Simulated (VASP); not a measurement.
# SiC (P6_3mc) in VASP: settings compared

SiC is run at these levels: BLYP+D3(BJ), PBEsol+D3(BJ), LDA; tasks: single point.

Program: VASP 6.6.1. These are calculated values, not measurements. Logs are shortened: lines on timing, memory, paths and dates and some standing lists are left out, and cuts for length are marked.

### 1 The cell of the first run

It takes space group P6_3mc (No. 186, hexagonal). The conventional cell has a = 3.076 Å, b = 3.076 Å, c = 10.071 Å, α = 90.00°, β = 90.00°, γ = 120.00°. Si (site symmetry 3m) has 4 C at 1.88 to 1.89 Å within 2.5 Å. Si (site symmetry 3m) has 4 C at 1.88 to 1.89 Å within 2.5 Å. C (site symmetry 3m) has 4 Si at 1.88 to 1.89 Å within 2.5 Å. C (site symmetry 3m) has 4 Si at 1.88 to 1.89 Å within 2.5 Å.

### 2 Single point, BLYP+D3(BJ)

File INCAR:

```
SYSTEM = SiC
PREC = Accurate
ENCUT = 520
EDIFF = 1E-6
ISMEAR = -1
SIGMA = 0.05
LREAL = .False.
LASPH = .True.
NELM = 60
ALGO = Normal
ISIF = 2
LWAVE = .False.
LCHARG = .True.
GGA = B5
ALDAX = 1.0
AGGAX = 1.0
AGGAC = 1.0
ALDAC = 0.0
IVDW = 12
VDW_S6 = 1.0
VDW_S8 = 2.6996
VDW_A1 = 0.4298
VDW_A2 = 4.2359
LELF = .True.
LVHAR = .True.
NBANDS = 26
```

File KPOINTS:

```
regular mesh
0
Gamma
  10 10 3
  0 0 0
```

File POSCAR:

```
SiC
1.0
    3.0756941497      0.0000000000      0.0000000000
   -1.5378470748      2.6636292679      0.0000000000
    0.0000000000      0.0000000000     10.0706464800
Si C
4 4
Direct
    0.0000000000      0.0000000000      0.1878943800
    0.0000000000      0.0000000000      0.6878943800
    0.3333333333      0.6666666667      0.4378419800
    0.6666666667      0.3333333333      0.9378419800
    0.0000000000      0.0000000000      0.0004600500
    0.0000000000      0.0000000000      0.5004600500
    0.3333333333      0.6666666667      0.2498025900
    0.6666666667      0.3333333333      0.7498025900
```

Potentials or basis: VASP PAW PBE potentials, release 64 (Si, C).

On the command line:

```sh
$ cat potpaw_PBE.64/Si/POTCAR potpaw_PBE.64/C/POTCAR > POTCAR
$ mpirun -np 1 vasp_std > vasp.out
```

OUTCAR:

```text
SYSTEM = SiC
   PREC = Accurate
   ENCUT = 520
   EDIFF = 1E-6
   ISMEAR = -1
   LREAL = .False.
   LASPH = .True.
   NELM = 60
   ISIF = 2
   GGA = B5
   IVDW = 12
 IVDW          = 12

 ion  position               nearest neighbor table
   1  0.000  0.000  0.188-   7 1.88   7 1.88   7 1.88   5 1.89   3 3.08   3 3.08   3 3.08   4 3.08
                             4 3.08   4 3.08
   2  0.000  0.000  0.688-   8 1.88   8 1.88   8 1.88   6 1.89   4 3.08   4 3.08   4 3.08   3 3.08
                             3 3.08   3 3.08
   3  0.333  0.667  0.438-   6 1.88   6 1.88   6 1.88   7 1.89   1 3.08   1 3.08   1 3.08   2 3.08
                             2 3.08   2 3.08
   4  0.667  0.333  0.938-   5 1.88   5 1.88   5 1.88   8 1.89   2 3.08   2 3.08   2 3.08   1 3.08
                             1 3.08   1 3.08
   5  0.000  0.000  0.000-   4 1.88   4 1.88   4 1.88   1 1.89
   6  0.000  0.000  0.500-   3 1.88   3 1.88   3 1.88   2 1.89
   7  0.333  0.667  0.250-   1 1.88   1 1.88   1 1.88   3 1.89
   8  0.667  0.333  0.750-   2 1.88   2 1.88   2 1.88   4 1.89

  LATTYP: Found a hexagonal cell.
 ALAT       =     3.0756941497
 C/A-ratio  =     3.2742678530

  Lattice vectors:

 A1 = (   3.0756941497,   0.0000000000,   0.0000000000)
 A2 = (  -1.5378470748,   2.6636292679,   0.0000000000)
 A3 = (   0.0000000000,   0.0000000000,  10.0706464800)

Analysis of symmetry for initial positions (statically):
=====================================================================
 Subroutine PRICEL returns:
 Original cell was already a primitive cell.

 Routine SETGRP: Setting up the symmetry group for a
 hexagonal supercell.

 Subroutine GETGRP returns: Found 12 space group operations
 (whereof  6 operations were pure point group operations)
 out of a pool of 24 trial point group operations.

The static configuration has the point symmetry C_3v.
 The point group associated with its full space group is C_6v.

Analysis of symmetry for dynamics (positions and initial velocities):
=====================================================================
 Subroutine PRICEL returns:
 Original cell was already a primitive cell.

 Routine SETGRP: Setting up the symmetry group for a
 hexagonal supercell.

 Subroutine GETGRP returns: Found 12 space group operations
 (whereof  6 operations were pure point group operations)
 out of a pool of 24 trial point group operations.

The dynamic configuration has the point symmetry C_3v.
 The point group associated with its full space group is C_6v.

 Subroutine INISYM returns: Found 12 space group operations
 (whereof  6 operations are pure point group operations),
 and found     1 'primitive' translations

----------------------------------------------------------------------------------------

                                     Primitive cell

  volume of cell :      82.5039

  direct lattice vectors                    reciprocal lattice vectors
     3.075694150  0.000000000  0.000000000     0.325129857  0.187713811  0.000000000
    -1.537847075  2.663629268  0.000000000     0.000000000  0.375427621  0.000000000
     0.000000000  0.000000000 10.070646480     0.000000000  0.000000000  0.099298491

  length of vectors
     3.075694150  3.075694150 10.070646480     0.375427621  0.375427621  0.099298491

  position of ions in fractional coordinates (direct lattice)
     0.000000000  0.000000000  0.187894380
     0.000000000  0.000000000  0.687894380
     0.333333333  0.666666667  0.437841980
     0.666666667  0.333333333  0.937841980
     0.000000000  0.000000000  0.000460050
     0.000000000  0.000000000  0.500460050
     0.333333333  0.666666667  0.249802590
     0.666666667  0.333333333  0.749802590

  ion indices of the primitive-cell ions
   primitive index   ion index
                 1           1
                 2           2
                 3           3
                 4           4
                 5           5
                 6           6
                 7           7
                 8           8

----------------------------------------------------------------------------------------

 KPOINTS: regular mesh

Automatic generation of k-mesh.
 Grid dimensions read from file:
 generate k-points for:   10   10    3

 Generating k-lattice:

  Cartesian coordinates                     Fractional coordinates (reciprocal lattice)
     0.032512986  0.018771381  0.000000000     0.100000000  0.000000000  0.000000000
     0.000000000  0.037542762  0.000000000     0.000000000  0.100000000  0.000000000
     0.000000000  0.000000000  0.033099497     0.000000000  0.000000000  0.333333333

  Length of vectors
     0.037542762  0.037542762  0.033099497

  Shift w.r.t. Gamma in fractional coordinates (k-lattice)
     0.000000000  0.000000000  0.000000000

 Subroutine IBZKPT returns following result:
 ===========================================

 Found     28 irreducible k-points:

 Following reciprocal coordinates:
            Coordinates               Weight
  0.000000  0.000000  0.000000      1.000000
  0.100000  0.000000  0.000000      6.000000
  0.200000  0.000000  0.000000      6.000000
  0.300000  0.000000  0.000000      6.000000
  0.400000  0.000000  0.000000      6.000000
  0.500000  0.000000  0.000000      3.000000
[... 16 lines left out ...]
  0.300000  0.100000  0.333333     24.000000
  0.400000  0.100000  0.333333     24.000000
 [... further k-points ...]
   k-points           NKPTS =     28   k-points in BZ     NKDIM =     28   number of bands    NBANDS=     26
   number of dos      NEDOS =    301   number of ions     NIONS =      8
   total plane-waves  NPLWV =  46080
   dimension x,y,z NGX =    24 NGY =   24 NGZ =   80
   dimension x,y,z NGXF=    48 NGYF=   48 NGZF=  160
   ions per type =               4   4
   NGX,Y,Z   is equivalent  to a cutoff of  12.97, 12.97, 13.21 a.u.
   NGXF,Y,Z  is equivalent  to a cutoff of  25.94, 25.94, 26.41 a.u.
 SYSTEM =  SiC
   PREC   = accura    normal or accurate (medium, high low for compatibility)
   ISTART =      0    job   : 0-new  1-cont  2-samecut
   ICHARG =      2    charge: 1-file 2-atom 10-const
   ISPIN  =      1    spin polarized calculation?
   LNONCOLLINEAR =      F non collinear calculations
   LSORBIT =      F    spin-orbit coupling
   LASPH  =      T    aspherical Exc in radial PAW
   ENCUT  =  520.0 eV  38.22 Ry    6.18 a.u.   5.72  5.72 18.72*2*pi/ulx,y,z
   NELM   =     60;   NELMIN=  2; NELMDL= -5     # of ELM steps
   EDIFF  = 0.1E-05   stopping-criterion for ELM
   LREAL  =      F    real-space projection
   EDIFFG = 0.1E-04   stopping-criterion for IOM
   NSW    =      0    number of steps for IOM
   IBRION =     -1    ionic relax: 0-MD 1-quasi-New 2-CG
   NFREE  =      0    steps in history (QN), initial steepest desc. (CG)
   ISIF   =      2    stress and relaxation
   ISYM   =      2    0-nonsym 1-usesym 2-fastsym
   POTIM  = 0.5000    time-step for ionic-motion
   TEBEG  =    0.0;   TEEND  =   0.0 temperature during run
   PSTRESS=    0.0 pullay stress
   NELECT =      32.0000    total number of electrons
   NUPDOWN=      -1.0000    fix difference up-down
   EMIN   =  10.00;   EMAX   =-10.00  energy-range for DOS
   EFERMI =   0.00;   METHOD = LEGACY
   ISMEAR =    -1;   SIGMA  =   0.05  broadening in eV -4-tet -1-fermi 0-gaus
   EFERMI_NEDOS =   21; number of points for ismear=-14 and -15
   IALGO  =     38    algorithm
   IMIX   =      4    mixing-type and parameters
     AMIX     =   0.40;   BMIX     =  1.00
     AMIX_MAG =   1.60;   BMIX_MAG =  1.00
  volume/ion in A,a.u.               =      10.31        69.60
  Fermi-wavevector in a.u.,A,eV,Ry     =   1.193897  2.256138 19.393597  1.425389
  Thomas-Fermi vector in A             =   2.329900
   LORBIT       =      0    0 simple, 1 ext, 2 COOP (PROOUT), +10 PAW based schemes
   GGA     = B5    functional components
   LHFCALC =     F    Hartree Fock is set to
   AEXX    =    0.0000 exact exchange contribution
   IVDW    =    12    specifies the selected vdW correction
   LEPSILON=     F    determine dielectric tensor
   LRPA    =     F    only Hartree local field effects (RPA)
 non-spin polarized calculation
  energy-cutoff  :      520.00
  volume of cell :       82.50
 maximum number of plane-waves:      2248
 NGX is ok and might be reduce to    24
   NGX = 11   NGY = 11   NGZ = 37

 number of electron      32.0000000 magnetization

 Free energy of the ion-electron system (eV)
  ---------------------------------------------------
  ext. energy  EPLUGINS =         0.00000000
  ---------------------------------------------------
  free energy    TOTEN  =       -54.56180343 eV

  energy without entropy =      -54.56180343  energy(sigma->0) =      -54.56180343

 E-fermi :   9.6783     XC(G=0): -10.6621

 val. band max:        8.6230046507   @ k =   0.0000   0.0000   0.0000
 cond. band min:      11.1590079735   @ k =   0.5000   0.0000   0.0000
 fundamental gap:      2.5360033228
 Fermi energy:         9.6783313497

 k-point     1 :       0.0000    0.0000    0.0000
  band No.  band energies     occupation
      1      -6.7472      2.00000
      2      -5.5779      2.00000
      3      -5.5431      2.00000
      4      -3.2289      2.00000
      5       0.1540      2.00000
      6       4.3216      2.00000
[... 18 lines left out ...]
     25      16.1330      0.00000
     26      16.8447      0.00000

 k-point     2 :       0.1000    0.0000    0.0000
  band No.  band energies     occupation
      1      -6.5747      2.00000
      2      -5.4114      2.00000
      3      -5.3757      2.00000
      4      -3.0834      2.00000
      5       0.3092      2.00000
      6       4.3665      2.00000
[... 18 lines left out ...]
     25      16.3614      0.00000
     26      16.6468      0.00000

 k-point     3 :       0.2000    0.0000    0.0000
  band No.  band energies     occupation
      1      -6.0639      2.00000
      2      -4.9209      2.00000
      3      -4.8824      2.00000
      4      -2.6675      2.00000
      5       0.7499      2.00000
      6       4.1237      2.00000
[... 18 lines left out ...]
     25      16.8997      0.00000
     26      17.2821      0.00000

 k-point     4 :       0.3000    0.0000    0.0000
  band No.  band energies     occupation
      1      -5.2405      2.00000
      2      -4.1456      2.00000
      3      -4.0996      2.00000
      4      -2.0802      2.00000
      5       1.2905      2.00000
      6       2.5833      2.00000
[... 18 lines left out ...]
     25      17.4227      0.00000
     26      17.9108      0.00000

 k-point     5 :       0.4000    0.0000    0.0000
  band No.  band energies     occupation
      1      -4.1841      2.00000
      2      -3.2293      2.00000
      3      -3.1547      2.00000
      4      -1.7097      2.00000
      5       0.8526      2.00000
      6       1.2294      2.00000
[... 18 lines left out ...]
     25      17.5375      0.00000
     26      18.0801      0.00000

 k-point     6 :       0.5000    0.0000    0.0000
  band No.  band energies     occupation
      1      -3.3700      2.00000
      2      -2.8336      2.00000
      3      -2.5890      2.00000
      4      -1.8508      2.00000
      5       0.2079      2.00000
      6       0.4864      2.00000
[... 427 lines left out ...]
 k-point    21 :       0.1000    0.1000    0.3333
  band No.  band energies     occupation
      1      -6.0998      2.00000
      2      -5.7048      2.00000
      3      -4.2199      2.00000
      4      -3.3054      2.00000
      5       1.3027      2.00000
      6       2.7562      2.00000
[... 18 lines left out ...]
     25      16.8500      0.00000
     26      16.9027      0.00000

 k-point    22 :       0.2000    0.1000    0.3333
  band No.  band energies     occupation
      1      -5.4341      2.00000
      2      -5.0487      2.00000
      3      -3.6130      2.00000
      4      -2.7501      2.00000
      5       1.6923      2.00000
      6       2.7294      2.00000
[... 18 lines left out ...]
     25      17.1413      0.00000
     26      17.3895      0.00000

 k-point    23 :       0.3000    0.1000    0.3333
  band No.  band energies     occupation
      1      -4.4901      2.00000
      2      -4.1275      2.00000
      3      -2.8198      2.00000
      4      -2.0996      2.00000
      5       1.4049      2.00000
      6       1.6883      2.00000
[... 18 lines left out ...]
     25      17.0735      0.00000
     26      18.0678      0.00000

 k-point    24 :       0.4000    0.1000    0.3333
  band No.  band energies     occupation
      1      -3.4456      2.00000
      2      -3.1602      2.00000
      3      -2.2680      2.00000
      4      -1.8977      2.00000
      5       0.5986      2.00000
      6       0.9348      2.00000
[... 18 lines left out ...]
     25      16.7373      0.00000
     26      17.6476      0.00000

 [... further k-points ...]

------------------------ aborting loop because EDIFF is reached ----------------------------------------

 Edisp (eV)   -5.17247

 E8    (eV) :    -3.5429

  FORCE on cell =-STRESS in cart. coord.  units (eV):
  Direction    XX          YY          ZZ          XY          YZ          ZX
  --------------------------------------------------------------------------------------
  -------------------------------------------------------------------------------------
  Total      -0.50809    -0.50809    -0.44349    -0.00000     0.00000    -0.00000
  in kB      -9.86679    -9.86679    -8.61223    -0.00000     0.00000    -0.00000
  external pressure =       -9.45 kB  Pullay stress =        0.00 kB

 VOLUME and BASIS-vectors are now :
 -----------------------------------------------------------------------------
  energy-cutoff  :      520.00
  volume of cell :       82.50
      direct lattice vectors                 reciprocal lattice vectors
     3.075694150  0.000000000  0.000000000     0.325129857  0.187713811  0.000000000
    -1.537847075  2.663629268  0.000000000     0.000000000  0.375427621  0.000000000
     0.000000000  0.000000000 10.070646480     0.000000000  0.000000000  0.099298491

 POSITION                                       TOTAL-FORCE (eV/Angst)
 -----------------------------------------------------------------------------------
      0.00000      0.00000      1.89222         0.000000      0.000000     -0.018778
      0.00000      0.00000      6.92754         0.000000     -0.000000     -0.018778
     -0.00000      1.77575      4.40935         0.000000      0.000000      0.005803
      1.53785      0.88788      9.44468         0.000000      0.000000      0.005803
      0.00000      0.00000      0.00463         0.000000      0.000000      0.006880
      0.00000      0.00000      5.03996        -0.000000     -0.000000      0.006880
     -0.00000      1.77575      2.51567        -0.000000      0.000000      0.006094
      1.53785      0.88788      7.55100         0.000000     -0.000000      0.006094
 -----------------------------------------------------------------------------------
    total drift:                               -0.000000     -0.000000     -0.000169

  FREE ENERGIE OF THE ION-ELECTRON SYSTEM (eV)
  ---------------------------------------------------
  free  energy   TOTEN  =       -59.7342691342 eV

  energy  without entropy=      -59.7342691342  energy(sigma->0) =      -59.73426913
```

It took 94 s on 1 thread of AMD EPYC 7R13, shared host; peak memory 0.19 GiB.

What came out:

- Free energy: -59.7343 eV
- Pressure: -0.9 GPa
- Largest force: 0.019 eV/Å
- Band gap on the k mesh: 2.54 eV (least direct gap 3.65 eV)
- Dispersion energy per atom: -0.647 eV

Forces on the atoms (eV/Å):
```
Si   0.000  0.000 -0.019
Si   0.000  0.000 -0.019
Si   0.000  0.000  0.006
Si   0.000  0.000  0.006
C    0.000  0.000  0.007
C    0.000  0.000  0.007
C    0.000  0.000  0.006
C    0.000  0.000  0.006
```

Caveat: the PAW data sets were made with another functional, which shifts forces and pressure a little; an odd mesh through Γ misses points on the zone boundary, where band edges can lie.

(Part 1 of 3 ends here.)
